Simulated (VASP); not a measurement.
Crystal: C.

```xyz
2
Lattice="-1.9911 1.9911 1.0838 1.9911 -1.9911 1.0838 1.9911 1.9911 -1.0838" Properties=species:S:1:pos:R:3 pbc="T T T"
C     1.9911    0.0000    0.5419
C     0.0000    0.0000    1.0838
```

This cell differs from its parent crystal: Si replaced by C, lengths x 0.811, strained.

Base run:

| Item | Value |
| --- | --- |
| Program | VASP 6.6.1 |
| Functional | PBE |
| Potentials or basis | VASP PAW PBE potentials, release 64 (C) |
| Cutoff | 520 eV |
| k mesh | 10 × 10 × 10 |
| Occupations | gaussian, width 0.1 eV |
| Spin | no spin polarisation |

Its results: band gap on the k mesh zero (bands 4 and 5 overlap by 5.57 eV); pressure -52.0 GPa.

Question: The run is repeated on the same cell with these changes: k mesh from 10 × 10 × 10 to 22 × 22 × 22. What comes out?

Answer: Band gap on the k mesh zero (bands 4 and 5 overlap by 6.12 eV); pressure -52.4 GPa.

Caveats: the cell stands under tension.
